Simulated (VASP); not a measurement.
# KCl (vib) (Fm-3m) in VASP: vibrations by perturbation theory with LDA

Aim: the vibrations by perturbation theory of KCl (vib) with LDA.

Program: VASP 6.6.1. These are calculated values, not measurements. Logs are shortened: lines on timing, memory, paths and dates and some standing lists are left out, and cuts for length are marked.

### Step 1. The cell of the first run

The structure is cubic, space group Fm-3m (No. 225). Conventional cell: a = 6.078 Å, b = 6.078 Å, c = 6.078 Å, α = 90.00°, β = 90.00°, γ = 90.00°. K (site symmetry m-3m) has 6 Cl at 3.04 Å within 4.0 Å. Cl (site symmetry m-3m) has 6 K at 3.04 Å within 4.0 Å.

### Step 2. Vibrations by perturbation theory, LDA

INCAR

```
SYSTEM = KCl
PREC = Accurate ; ENCUT = 500
EDIFF = 1E-8 ; ISMEAR = 0
SIGMA = 0.01 ; LREAL = .False.
LASPH = .True. ; NELM = 120
ALGO = Normal ; ISIF = 2
LWAVE = .False. ; LCHARG = .False.
GGA = CA ; NBANDS = 15
IBRION = 8 ; NSW = 1
LEPSILON = .True. ; GGA_COMPAT = .False.
```

KPOINTS

```
Automatic mesh
0
Gamma
  6 6 6
  0 0 0
```

POSCAR

```
KCl
1.0
    0.0000000000      3.0390613406      3.0390613406
    3.0390613406      0.0000000000      3.0390613406
    3.0390613406      3.0390613406      0.0000000000
K Cl
1 1
Direct
    0.0000000000      0.0000000000      0.0000000000
    0.5000000000      0.5000000000      0.5000000000
```

Potentials or basis: VASP PAW LDA potentials, release 64 (K_sv, Cl).

On the command line:

```
$ cat potpaw_LDA.64/K_sv/POTCAR potpaw_LDA.64/Cl/POTCAR > POTCAR
$ mpirun -np 1 vasp_std > vasp.out
```

OUTCAR:

```text
SYSTEM = KCl
   PREC = Accurate
   ENCUT = 500
   EDIFF = 1E-8
   ISMEAR = 0
   LREAL = .False.
   LASPH = .True.
   NELM = 120
   ISIF = 2
   GGA = CA
   IBRION = 8
   NSW = 1
   LEPSILON = .True.

 ion  position               nearest neighbor table
   1  0.000  0.000  0.000-   2 3.04   2 3.04   2 3.04   2 3.04   2 3.04   2 3.04
   2  0.500  0.500  0.500-   1 3.04   1 3.04   1 3.04   1 3.04   1 3.04   1 3.04

  LATTYP: Found a face centered cubic cell.
 ALAT       =     6.0781226812

  Lattice vectors:

 A1 = (   0.0000000000,   3.0390613406,   3.0390613406)
 A2 = (   3.0390613406,   0.0000000000,   3.0390613406)
 A3 = (   3.0390613406,   3.0390613406,   0.0000000000)

Analysis of symmetry for initial positions (statically):
=====================================================================
 Subroutine PRICEL returns:
 Original cell was already a primitive cell.

 Routine SETGRP: Setting up the symmetry group for a
 face centered cubic supercell.

 Subroutine GETGRP returns: Found 48 space group operations
 (whereof 48 operations were pure point group operations)
 out of a pool of 48 trial point group operations.

The static configuration has the point symmetry O_h .

Analysis of symmetry for dynamics (positions and initial velocities):
=====================================================================
 Subroutine PRICEL returns:
 Original cell was already a primitive cell.

 Routine SETGRP: Setting up the symmetry group for a
 face centered cubic supercell.

 Subroutine GETGRP returns: Found 48 space group operations
 (whereof 48 operations were pure point group operations)
 out of a pool of 48 trial point group operations.

The dynamic configuration has the point symmetry O_h .

 Subroutine INISYM returns: Found 48 space group operations
 (whereof 48 operations are pure point group operations),
 and found     1 'primitive' translations

----------------------------------------------------------------------------------------

                                     Primitive cell

  volume of cell :      56.1369

  direct lattice vectors                    reciprocal lattice vectors
     0.000000000  3.039061341  3.039061341    -0.164524484  0.164524484  0.164524484
     3.039061341  0.000000000  3.039061341     0.164524484 -0.164524484  0.164524484
     3.039061341  3.039061341  0.000000000     0.164524484  0.164524484 -0.164524484

  length of vectors
     4.297881765  4.297881765  4.297881765     0.284964766  0.284964766  0.284964766

  position of ions in fractional coordinates (direct lattice)
     0.000000000  0.000000000  0.000000000
     0.500000000  0.500000000  0.500000000

  ion indices of the primitive-cell ions
   primitive index   ion index
                 1           1
                 2           2

----------------------------------------------------------------------------------------

 KPOINTS: Automatic mesh

Automatic generation of k-mesh.
 Grid dimensions read from file:
 generate k-points for:    6    6    6

 Generating k-lattice:

  Cartesian coordinates                     Fractional coordinates (reciprocal lattice)
    -0.027420747  0.027420747  0.027420747     0.166666667  0.000000000  0.000000000
     0.027420747 -0.027420747  0.027420747     0.000000000  0.166666667  0.000000000
     0.027420747  0.027420747 -0.027420747     0.000000000  0.000000000  0.166666667

  Length of vectors
     0.047494128  0.047494128  0.047494128

  Shift w.r.t. Gamma in fractional coordinates (k-lattice)
     0.000000000  0.000000000  0.000000000

 Subroutine IBZKPT returns following result:
[... 386 lines left out ...]
 -----------------------------------------------------------------------------
  energy-cutoff  :      500.00
  volume of cell :       56.14
      direct lattice vectors                 reciprocal lattice vectors
     0.000000000  3.039061341  3.039061341    -0.164524484  0.164524484  0.164524484
     3.039061341  0.000000000  3.039061341     0.164524484 -0.164524484  0.164524484
     3.039061341  3.039061341  0.000000000     0.164524484  0.164524484 -0.164524484

 POSITION                                       TOTAL-FORCE (eV/Angst)
 -----------------------------------------------------------------------------------
      0.00000      0.00000      0.00000         0.000000     -0.000000      0.000000
      3.03906      3.03906      3.03906        -0.000000      0.000000     -0.000000
 -----------------------------------------------------------------------------------
    total drift:                                0.000000     -0.000000     -0.000000

  FREE ENERGIE OF THE ION-ELECTRON SYSTEM (eV)
  ---------------------------------------------------
  free  energy   TOTEN  =        -7.4076440050 eV

  energy  without entropy=       -7.4076440050  energy(sigma->0) =       -7.40764400

 HEAD OF MICROSCOPIC STATIC DIELECTRIC TENSOR (INDEPENDENT PARTICLE, excluding Hartree and local field effects)
 ------------------------------------------------------
           2.824502     0.000000     0.000000
           0.000000     2.824502     0.000000
           0.000000     0.000000     2.824502
 ------------------------------------------------------

 Free energy of the ion-electron system (eV)
  ---------------------------------------------------
  ---------------------------------------------------
  free energy    TOTEN  =        -0.25667354 eV

  energy without entropy =       -0.25667354

------------------------ aborting loop because EDIFF is reached ----------------------------------------

--------------------------------------- Ionic step        2  -------------------------------------------

------------------------ aborting loop because EDIFF is reached ----------------------------------------

--------------------------------------- Ionic step        3  -------------------------------------------

------------------------ aborting loop because EDIFF is reached ----------------------------------------

 PIEZOELECTRIC TENSOR FIELD DIRECTION 3  (e Angst)
 -----------------------------------------------------------------------------
    -0.00006  0.00000  0.00000           ( -0.00000  0.00000  0.00000)
     0.00000 -0.00006 -0.00000           (  0.00000 -0.00000  0.00000)
     0.00000  0.00000 -0.00083           (  0.00000  0.00000  0.00000)

 PIEZOELECTRIC TENSOR FIELD DIRECTION 3  (C/m^2)
 -----------------------------------------------------------------------------
    -0.00002  0.00000  0.00000
     0.00000 -0.00002 -0.00000
     0.00000  0.00000 -0.00024

--------------------------------------- Ionic step        4  -------------------------------------------

------------------------ aborting loop because EDIFF is reached ----------------------------------------

[... ionic steps 5 to 6 ...]

--------------------------------------- Ionic step        7  -------------------------------------------

 Free energy of the ion-electron system (eV)
  ---------------------------------------------------
  ---------------------------------------------------
  free energy    TOTEN  =        -0.19370908 eV

  energy without entropy =       -0.19370908

------------------------ aborting loop because EDIFF is reached ----------------------------------------

 INTERNAL STRAIN TENSOR  FOR ION    2  DIRECTION 1   (eV/Angst):
 -----------------------------------------------------------------------------
     0.01028  0.00000 -0.00000
     0.00000 -0.00461  0.00000
    -0.00000  0.00000 -0.00461

 MACROSCOPIC STATIC DIELECTRIC TENSOR (including local field effects in DFT)
 ------------------------------------------------------
           2.511144    -0.000000    -0.000000
          -0.000000     2.511144     0.000000
           0.000000    -0.000000     2.511144
 ------------------------------------------------------

 PIEZOELECTRIC TENSOR (including local field effects)  for field in x, y, z        (e  Angst)
          XX          YY          ZZ          XY          YZ          ZX
  --------------------------------------------------------------------------------
  x     0.00000     0.00000     0.00000     0.00000     0.00000     0.00000
  y     0.00000     0.00000     0.00000     0.00000     0.00000     0.00000
  z     0.00000     0.00000     0.00000     0.00000     0.00000     0.00000

 PIEZOELECTRIC TENSOR (including local field effects)  for field in x, y, z        (C/m^2)
          XX          YY          ZZ          XY          YZ          ZX
  --------------------------------------------------------------------------------
  x     0.00000     0.00000     0.00000     0.00000     0.00000     0.00000
  y     0.00000     0.00000     0.00000     0.00000     0.00000     0.00000
  z     0.00000     0.00000     0.00000     0.00000     0.00000     0.00000

 BORN EFFECTIVE CHARGES (including local field effects) (in |e|, cummulative output)
 ---------------------------------------------------------------------------------
 ion    1
    1     1.10968     0.00000     0.00000
    2    -0.00000     1.10968     0.00000
    3     0.00000     0.00000     1.10968
 ion    2
    1    -1.10968    -0.00000     0.00000
    2     0.00000    -1.10968     0.00000
    3     0.00000     0.00000    -1.10968

 INTERNAL STRAIN TENSOR FOR ION    2 for displacements in x,y,z  (eV/Angst):
          X           Y           Z          XY          YZ          ZX
  --------------------------------------------------------------------------------
  x     0.00000     0.00000     0.00000     0.00000     0.00000     0.00000
  y     0.00000     0.00000     0.00000     0.00000     0.00000     0.00000
  z     0.00000     0.00000     0.00000     0.00000     0.00000     0.00000

 SECOND DERIVATIVES (NOT SYMMETRIZED)
 ------------------------------------
               1X          1Y          1Z          2X          2Y          2Z
  1X    -1.824575    0.000000    0.000000    1.824575    0.000000    0.000000
  1Y     0.000000   -1.824575    0.000000    0.000000    1.824575    0.000000
  1Z     0.000000    0.000000   -1.824575    0.000000    0.000000    1.824575
  2X     1.814715    0.000000    0.000000   -1.814715    0.000000    0.000000
  2Y     0.000000    1.814715    0.000000    0.000000   -1.814715    0.000000
  2Z     0.000000    0.000000    1.814715    0.000000    0.000000   -1.814715

 Eigenvectors and eigenvalues of the dynamical matrix
 ----------------------------------------------------

   1 f  =    4.890336 THz    30.726885 2PiTHz  163.124036 cm-1    20.224794 meV
             X         Y         Z           dx          dy          dz
      0.000000  0.000000  0.000000     0.000000    0.690583    0.000000
      3.039061  3.039061  3.039061     0.000000   -0.723253    0.000000
[... 21 lines left out ...]
   6 f/i=    0.006618 THz     0.041582 2PiTHz    0.220752 cm-1     0.027370 meV
             X         Y         Z           dx          dy          dz
      0.000000  0.000000  0.000000     0.000000    0.000000    0.723253
      3.039061  3.039061  3.039061     0.000000    0.000000    0.690583

--------------------------------------------------------------------------------------------------------

 MACROSCOPIC STATIC DIELECTRIC TENSOR IONIC CONTRIBUTION
 ------------------------------------------------------
           2.181338     0.000000     0.000000
           0.000000     2.181338     0.000000
           0.000000     0.000000     2.181338
 ------------------------------------------------------

 ELASTIC MODULI CONTR FROM IONIC RELAXATION (kBar)
 Direction    XX          YY          ZZ          XY          YZ          ZX
 --------------------------------------------------------------------------------
 XX           0.0000      0.0000      0.0000      0.0000      0.0000      0.0000
 YY           0.0000      0.0000      0.0000      0.0000      0.0000      0.0000
 ZZ           0.0000      0.0000      0.0000      0.0000      0.0000      0.0000
 XY           0.0000      0.0000      0.0000      0.0000      0.0000      0.0000
 YZ           0.0000      0.0000      0.0000      0.0000      0.0000      0.0000
 ZX           0.0000      0.0000      0.0000      0.0000      0.0000      0.0000
 --------------------------------------------------------------------------------

 PIEZOELECTRIC TENSOR IONIC CONTR  for field in x, y, z        (C/m^2)
          XX          YY          ZZ          XY          YZ          ZX
  --------------------------------------------------------------------------------
  x     0.00000     0.00000     0.00000     0.00000     0.00000     0.00000
  y     0.00000     0.00000     0.00000     0.00000     0.00000     0.00000
  z     0.00000     0.00000     0.00000     0.00000     0.00000     0.00000
```

Wall time 8.6 min (1 thread of Intel Xeon 8259CL, shared host); peak memory 0.22 GiB.

What came out:

- Electronic dielectric tensor (diagonal): 2.51
- Born charges (mean of the diagonal): K +1.11; Cl -1.11 e
- Highest phonon frequency at Γ, LO-TO splitting left out: 163 cm⁻¹

Phonon frequencies in cm⁻¹ (negative: imaginary):
| q point | frequencies |
| --- | --- |
| (0.000, 0.000, 0.000) | 0 0 0 163 163 163 |

Electronic dielectric tensor:
```
2.51 0.00 0.00
0.00 2.51 0.00
0.00 0.00 2.51
```

Born effective charge tensors (e):
atom 1, K
```
1.11 0.00 0.00
0.00 1.11 0.00
0.00 0.00 1.11
```
atom 2, Cl
```
-1.11  0.00  0.00
 0.00 -1.11  0.00
 0.00  0.00 -1.11
```
